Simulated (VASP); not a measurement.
Crystal: MnAs.

```
Mn As
1.0
     3.18542    0.00000    0.00000
    -1.59271    2.75865    0.00000
     0.00000    0.00000    3.10689
Mn As
1 1
Cartesian
  0.0000 0.0000 0.0000
  1.5927 0.9196 1.5534
```

```yaml
Program: VASP 6.6.1
Task: relaxation of cell and atoms
Functional: PBE
Potentials_or_basis: VASP PAW PBE potentials, release 64 (Mn_pv, As)
Cutoff: 600 eV
k_mesh: 6 × 6 × 6
Occupations: gaussian, width 0.1 eV
Spin: collinear spin, ferromagnetic start
Starting_moments: "[2.0, 0.0] μB"
```

At the start: pressure 9.4 GPa; volume 13.65 Å³/atom.

Where does the relaxation end?

Over 7 steps the energy falls by 30.8 meV/atom and the volume is 14.62 Å³/atom (+7.1 %); space group P-6m2 (No. 187, to 0.05 Å); moment 1.99 μB per cell.

The path:
```tsv
step	energy change (eV)	largest force (eV/Å)	pressure (GPa)	volume (Å³)
1	0.0000	0.0000	9.39	27.30
2	-0.0431	0.0000	-3.96	30.59
3	-0.0578	0.0000	-0.02	29.40
4	-0.0578	0.0000	-0.24	29.45
5	-0.0592	0.0000	-0.41	29.45
6	-0.0607	0.0000	-1.01	29.46
7	-0.0616	0.0000	-0.26	29.25
```

Final structure:
```
CELL_PARAMETERS angstrom
3.22382 0.00000 0.00000
-1.61191 2.79191 0.00000
0.00000 0.00000 3.24976
ATOMIC_POSITIONS crystal
Mn 0.00000 0.00000 0.00000
As 0.66667 0.33333 0.50000
```

Caveat: the k points lie up to 0.38 Å⁻¹ apart in the final cell; a cell with one magnetic atom can't hold antiferromagnetic order, which such compounds often take.
